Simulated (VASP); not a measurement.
Wanted: the native input for a VASP 6.6.1 run.

| Property | Result |
| --- | --- |
| Task | single point |
| Functional | LDA |
| Potentials or basis | VASP PAW LDA potentials, release 64 (Cu, O) |
| Cutoff | 520 eV |
| k mesh | 16 × 16 × 16 |
| Occupations | fermi-dirac, width 0.05 eV |
| Spin | no spin polarisation |
| Dipole correction | no |
| Further INCAR settings | ALGO = Normal; EDIFF = 1e-06; NBANDS = 16 |

The structure of CuO (zincblende type) lies in POSCAR:

```
CuO
1.0
    0.0000000000      2.2618016073      2.2618016073
    2.2618016073      0.0000000000      2.2618016073
    2.2618016073      2.2618016073      0.0000000000
Cu O
1 1
Direct
    0.0000000000      0.0000000000      0.0000000000
    0.2500000000      0.2500000000      0.2500000000
```

One way to write it, as run:

INCAR

```
  ALGO = Normal
  EDIFF = 1E-6
  ENCUT = 520
  GGA = CA
  ISIF = 2
  ISMEAR = -1
  LASPH = T
  LCHARG = F
  LREAL = F
  LWAVE = F
  NBANDS = 16
  NELM = 60
  PREC = Accurate
  SIGMA = 0.05
```

KPOINTS

```
k-points
0
Gamma
  16 16 16
```

Potentials or basis: VASP PAW LDA potentials, release 64 (Cu, O).

Launch:

```bash
$ cat potpaw_LDA.64/Cu/POTCAR potpaw_LDA.64/O/POTCAR > POTCAR
$ mpirun -np 1 vasp_std > vasp.out
```

It gave:

| Item | Value |
| --- | --- |
| Pressure | -12.2 GPa |
| Band gap on the k mesh | zero (an odd number of electrons rules out a gap without spin polarisation) |

Caveat: the cell stands under tension; an odd number of electrons without spin polarisation forces a metal; a magnetic or distorted state may lie lower; semilocal functionals often make such compounds metallic where correlation or magnetic order opens a gap, which also shifts bond lengths.

Run time: 56 s on 1 thread of Intel Xeon 8259CL, on a shared host, peak memory 0.17 GiB.
